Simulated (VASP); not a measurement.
# SnO3 (Im-3m) in VASP: single point with PBE

Aim: the single point of SnO3 with PBE.

All numbers are computed with VASP 6.6.1; they aren't measurements. Logs are shortened: lines on timing, memory, paths and dates and some standing lists are left out, and cuts for length are marked.

### Step 1. The cell of the first run

The structure is cubic, space group Im-3m (No. 229). The conventional cell has a = 4.428 Å, b = 4.428 Å, c = 4.428 Å, α = 90.00°, β = 90.00°, γ = 90.00°. Within 2.9 Å of Sn (site symmetry m-3m) lie 6 O at 2.21 Å. Within 2.9 Å of O (site symmetry 4/mmm) lie 2 Sn at 2.21 Å and 4 O at 2.21 Å.

The cell was generated, and may not be a known phase.

### Step 2. Single point, PBE

File INCAR:

```
  PREC = Accurate
  ENCUT = 600
  EDIFF = 1E-6
  ISMEAR = 0
  SIGMA = 0.2
  LREAL = F
  LASPH = T
  NELM = 120
  ALGO = Normal
  ISIF = 2
  LWAVE = F
  LCHARG = F
  GGA = PE
  NBANDS = 24
  GGA_COMPAT = F
```

File KPOINTS:

```
Automatic mesh
0
Gamma
  6 6 6
```

File POSCAR:

```
SnO3
1.0
   -2.2140767360      2.2140767360      2.2140767360
    2.2140767360     -2.2140767360      2.2140767360
    2.2140767360      2.2140767360     -2.2140767360
Sn O
1 3
Direct
    0.0000000000      0.0000000000      0.0000000000
    0.0000000000      0.5000000000      0.5000000000
    0.5000000000      0.0000000000      0.5000000000
    0.5000000000      0.5000000000      0.0000000000
```

Potentials or basis: VASP PAW PBE potentials, release 64 (Sn_d, O).

The run is started by

```bash
> cat potpaw_PBE.64/Sn_d/POTCAR potpaw_PBE.64/O/POTCAR > POTCAR
> mpirun -np 1 vasp_std > vasp.out
```

OUTCAR:

```text
PREC = Accurate
   ENCUT = 600
   EDIFF = 1E-6
   ISMEAR = 0
   LREAL = F
   LASPH = T
   NELM = 120
   ISIF = 2
   GGA = PE

 ion  position               nearest neighbor table
   1  0.000  0.000  0.000-   2 2.21   3 2.21   4 2.21   2 2.21   3 2.21   4 2.21
   2  0.000  0.500  0.500-   1 2.21   1 2.21
   3  0.500  0.000  0.500-   1 2.21   1 2.21
   4  0.500  0.500  0.000-   1 2.21   1 2.21

  LATTYP: Found a body centered cubic cell.
 ALAT       =     4.4281534720

  Lattice vectors:

 A1 = (  -2.2140767360,   2.2140767360,   2.2140767360)
 A2 = (   2.2140767360,  -2.2140767360,   2.2140767360)
 A3 = (   2.2140767360,   2.2140767360,  -2.2140767360)

Analysis of symmetry for initial positions (statically):
=====================================================================
 Subroutine PRICEL returns:
 Original cell was already a primitive cell.

 Routine SETGRP: Setting up the symmetry group for a
 body centered cubic supercell.

 Subroutine GETGRP returns: Found 48 space group operations
 (whereof 48 operations were pure point group operations)
 out of a pool of 48 trial point group operations.

The static configuration has the point symmetry O_h .

Analysis of symmetry for dynamics (positions and initial velocities):
=====================================================================
 Subroutine PRICEL returns:
 Original cell was already a primitive cell.

 Routine SETGRP: Setting up the symmetry group for a
 body centered cubic supercell.

 Subroutine GETGRP returns: Found 48 space group operations
 (whereof 48 operations were pure point group operations)
 out of a pool of 48 trial point group operations.

The dynamic configuration has the point symmetry O_h .

 Subroutine INISYM returns: Found 48 space group operations
 (whereof 48 operations are pure point group operations),
 and found     1 'primitive' translations

----------------------------------------------------------------------------------------

                                     Primitive cell

  volume of cell :      43.4148

  direct lattice vectors                    reciprocal lattice vectors
    -2.214076736  2.214076736  2.214076736     0.000000000  0.225827765  0.225827765
     2.214076736 -2.214076736  2.214076736     0.225827765  0.000000000  0.225827765
     2.214076736  2.214076736 -2.214076736     0.225827765  0.225827765  0.000000000

  length of vectors
     3.834893399  3.834893399  3.834893399     0.319368687  0.319368687  0.319368687

  position of ions in fractional coordinates (direct lattice)
     0.000000000  0.000000000  0.000000000
     0.000000000  0.500000000  0.500000000
     0.500000000  0.000000000  0.500000000
     0.500000000  0.500000000  0.000000000

  ion indices of the primitive-cell ions
   primitive index   ion index
                 1           1
                 2           2
                 3           3
                 4           4

----------------------------------------------------------------------------------------

 KPOINTS: Automatic mesh

Automatic generation of k-mesh.
 Grid dimensions read from file:
 generate k-points for:    6    6    6

 Generating k-lattice:

  Cartesian coordinates                     Fractional coordinates (reciprocal lattice)
     0.000000000  0.037637961  0.037637961     0.166666667  0.000000000  0.000000000
     0.037637961  0.000000000  0.037637961     0.000000000  0.166666667  0.000000000
     0.037637961  0.037637961  0.000000000     0.000000000  0.000000000  0.166666667

  Length of vectors
     0.053228115  0.053228115  0.053228115

  Shift w.r.t. Gamma in fractional coordinates (k-lattice)
     0.000000000  0.000000000  0.000000000

 Subroutine IBZKPT returns following result:
 ===========================================

 Found     16 irreducible k-points:

 Following reciprocal coordinates:
            Coordinates               Weight
  0.000000  0.000000  0.000000      1.000000
  0.166667  0.000000  0.000000     12.000000
  0.333333  0.000000  0.000000     12.000000
  0.500000  0.000000  0.000000      6.000000
  0.166667  0.166667  0.000000     24.000000
  0.333333  0.166667  0.000000     48.000000
[... 8 lines left out ...]
  0.500000  0.500000  0.333333     12.000000
  0.500000  0.500000  0.500000      1.000000
   k-points           NKPTS =     16   k-points in BZ     NKDIM =     16   number of bands    NBANDS=     24
   number of dos      NEDOS =    301   number of ions     NIONS =      4
   total plane-waves  NPLWV =  32768
   dimension x,y,z NGX =    32 NGY =   32 NGZ =   32
   dimension x,y,z NGXF=    64 NGYF=   64 NGZF=   64
   ions per type =               1   3
   NGX,Y,Z   is equivalent  to a cutoff of  13.87, 13.87, 13.87 a.u.
   NGXF,Y,Z  is equivalent  to a cutoff of  27.74, 27.74, 27.74 a.u.
 SYSTEM =  unknown system
   PREC   = accura    normal or accurate (medium, high low for compatibility)
   ISTART =      0    job   : 0-new  1-cont  2-samecut
   ICHARG =      2    charge: 1-file 2-atom 10-const
   ISPIN  =      1    spin polarized calculation?
   LNONCOLLINEAR =      F non collinear calculations
   LSORBIT =      F    spin-orbit coupling
   LASPH  =      T    aspherical Exc in radial PAW
   ENCUT  =  600.0 eV  44.10 Ry    6.64 a.u.   7.66  7.66  7.66*2*pi/ulx,y,z
   NELM   =    120;   NELMIN=  2; NELMDL= -5     # of ELM steps
   EDIFF  = 0.1E-05   stopping-criterion for ELM
   LREAL  =      F    real-space projection
   EDIFFG = 0.1E-04   stopping-criterion for IOM
   NSW    =      0    number of steps for IOM
   IBRION =     -1    ionic relax: 0-MD 1-quasi-New 2-CG
   NFREE  =      0    steps in history (QN), initial steepest desc. (CG)
   ISIF   =      2    stress and relaxation
   ISYM   =      2    0-nonsym 1-usesym 2-fastsym
   POTIM  = 0.5000    time-step for ionic-motion
   TEBEG  =    0.0;   TEEND  =   0.0 temperature during run
   PSTRESS=    0.0 pullay stress
   NELECT =      32.0000    total number of electrons
   NUPDOWN=      -1.0000    fix difference up-down
   EMIN   =  10.00;   EMAX   =-10.00  energy-range for DOS
   EFERMI =   0.00;   METHOD = LEGACY
   ISMEAR =     0;   SIGMA  =   0.20  broadening in eV -4-tet -1-fermi 0-gaus
   EFERMI_NEDOS =   21; number of points for ismear=-14 and -15
   IALGO  =     38    algorithm
   IMIX   =      4    mixing-type and parameters
     AMIX     =   0.40;   BMIX     =  1.00
     AMIX_MAG =   1.60;   BMIX_MAG =  1.00
  volume/ion in A,a.u.               =      10.85        73.24
  Fermi-wavevector in a.u.,A,eV,Ry     =   1.478809  2.794544 29.754265  2.186877
  Thomas-Fermi vector in A             =   2.593045
   LORBIT       =      0    0 simple, 1 ext, 2 COOP (PROOUT), +10 PAW based schemes
   GGA     = PE    functional components
   LHFCALC =     F    Hartree Fock is set to
   AEXX    =    0.0000 exact exchange contribution
   IVDW    =     0    specifies the selected vdW correction
   LEPSILON=     F    determine dielectric tensor
   LRPA    =     F    only Hartree local field effects (RPA)
 non-spin polarized calculation
 Gauss-broadening in eV      SIGMA  =   0.20
  energy-cutoff  :      600.00
  volume of cell :       43.41
 maximum number of plane-waves:      1481
 NGX is ok and might be reduce to    32
   NGX = 15   NGY = 15   NGZ = 15

 number of electron      31.9999994 magnetization

 Free energy of the ion-electron system (eV)
  ---------------------------------------------------
  ext. energy  EPLUGINS =         0.00000000
  ---------------------------------------------------
  free energy    TOTEN  =       -19.11594497 eV

  energy without entropy =      -19.03076522  energy(sigma->0) =      -19.07335510

 E-fermi :   7.1264     XC(G=0): -11.7043

 val. band max:        6.9045997477   @ k =  -0.1667   0.1667   0.1667
 cond. band min:       7.1445843786   @ k =   0.1667   0.0000   0.0000
 fundamental gap:      0.2399846309
 Fermi energy:         7.1264035057

 k-point     1 :       0.0000    0.0000    0.0000
  band No.  band energies     occupation
      1     -14.9858      2.00000
      2     -14.9858      2.00000
      3     -14.7271      2.00000
      4     -14.7271      2.00000
      5     -14.7271      2.00000
      6     -13.4812      2.00000
[... 16 lines left out ...]
     23      17.4741      0.00000
     24      17.4741      0.00000

 k-point     2 :       0.1667    0.0000    0.0000
  band No.  band energies     occupation
      1     -14.9905      2.00000
      2     -14.9455      2.00000
      3     -14.7312      2.00000
      4     -14.7253      2.00000
      5     -14.7156      2.00000
      6     -13.2504      2.00000
[... 16 lines left out ...]
     23      18.3745      0.00000
     24      18.9827      0.00000

 k-point     3 :       0.3333    0.0000    0.0000
  band No.  band energies     occupation
      1     -15.0100      2.00000
      2     -14.8590      2.00000
      3     -14.7394      2.00000
      4     -14.7205      2.00000
      5     -14.6926      2.00000
      6     -12.6104      2.00000
[... 16 lines left out ...]
     23      20.3210      0.00000
     24      21.9032      0.00000

 k-point     4 :       0.5000    0.0000    0.0000
  band No.  band energies     occupation
      1     -15.0239      2.00000
      2     -14.8125      2.00000
      3     -14.7435      2.00000
      4     -14.7169      2.00000
      5     -14.6810      2.00000
      6     -12.0258      2.00000
[... 16 lines left out ...]
     23      21.5856      0.00000
     24      24.5251      0.00000

 k-point     5 :       0.1667    0.1667    0.0000
  band No.  band energies     occupation
      1     -14.9865      2.00000
      2     -14.9002      2.00000
      3     -14.7331      2.00000
      4     -14.7237      2.00000
      5     -14.7018      2.00000
      6     -12.8052      2.00000
[... 235 lines left out ...]
 k-point    14 :      -0.3333    0.3333    0.3333
  band No.  band energies     occupation
      1     -15.1493      2.00000
      2     -15.0479      2.00000
      3     -14.7003      2.00000
      4     -14.7003      2.00000
      5     -14.6950      2.00000
      6     -11.7138      2.00000
[... 16 lines left out ...]
     23      22.9583      0.00000
     24      22.9583      0.00000

 k-point    15 :       0.5000    0.5000    0.3333
  band No.  band energies     occupation
      1     -15.1647      2.00000
      2     -15.1297      2.00000
      3     -14.6993      2.00000
      4     -14.6933      2.00000
      5     -14.6836      2.00000
      6     -11.1772      2.00000
[... 16 lines left out ...]
     23      22.5067      0.00000
     24      22.7026      0.00000

 k-point    16 :       0.5000    0.5000    0.5000
  band No.  band energies     occupation
      1     -15.2132      2.00000
      2     -15.2132      2.00000
      3     -14.6844      2.00000
      4     -14.6844      2.00000
      5     -14.6844      2.00000
      6     -10.8907      2.00000
[... 16 lines left out ...]
     23      22.1958      0.00000
     24      22.1958      0.00000

------------------------ aborting loop because EDIFF is reached ----------------------------------------

  FORCE on cell =-STRESS in cart. coord.  units (eV):
  Direction    XX          YY          ZZ          XY          YZ          ZX
  --------------------------------------------------------------------------------------
  -------------------------------------------------------------------------------------
  Total       -0.1189910     -0.1189910     -0.1189910      0.0000000     -0.0000000      0.0000000
  in kB       -4.3912350     -4.3912350     -4.3912350      0.0000000     -0.0000000      0.0000000
  external PRESSURE =      -4.3912350 kB  Pullay stress =       0.0000000 kB

 VOLUME and BASIS-vectors are now :
 -----------------------------------------------------------------------------
  energy-cutoff  :      600.00
  volume of cell :       43.41
      direct lattice vectors                 reciprocal lattice vectors
    -2.214076736  2.214076736  2.214076736     0.000000000  0.225827765  0.225827765
     2.214076736 -2.214076736  2.214076736     0.225827765  0.000000000  0.225827765
     2.214076736  2.214076736 -2.214076736     0.225827765  0.225827765  0.000000000

 POSITION                                       TOTAL-FORCE (eV/Angst)
 -----------------------------------------------------------------------------------
      0.00000      0.00000      0.00000        -0.000000     -0.000000     -0.000000
      2.21408      0.00000      0.00000         0.000000     -0.000000      0.000000
      0.00000      2.21408      0.00000         0.000000     -0.000000      0.000000
      0.00000      0.00000      2.21408        -0.000000      0.000000     -0.000000
 -----------------------------------------------------------------------------------
    total drift:                               -0.000000     -0.000000      0.000000

  FREE ENERGIE OF THE ION-ELECTRON SYSTEM (eV)
  ---------------------------------------------------
  free  energy   TOTEN  =       -19.1159449736 eV

  energy  without entropy=      -19.0307652241  energy(sigma->0) =      -19.07335510
```

Wall time 19 s (1 thread of Intel Xeon Platinum 8375C at 2.90GHz (Ice Lake), shared host); peak memory 0.17 GiB.

Results:

| Item | Value |
| --- | --- |
| Free energy | -19.1159 eV |
| Pressure | -0.4 GPa |
| Band gap on the k mesh | zero (bands 16 and 17 overlap by 1.64 eV) |

Caveat: spin-orbit coupling is left out, which moves the levels of the heavy elements.

The gap in the log of VASP goes by the Fermi energy; the results here count the filled bands.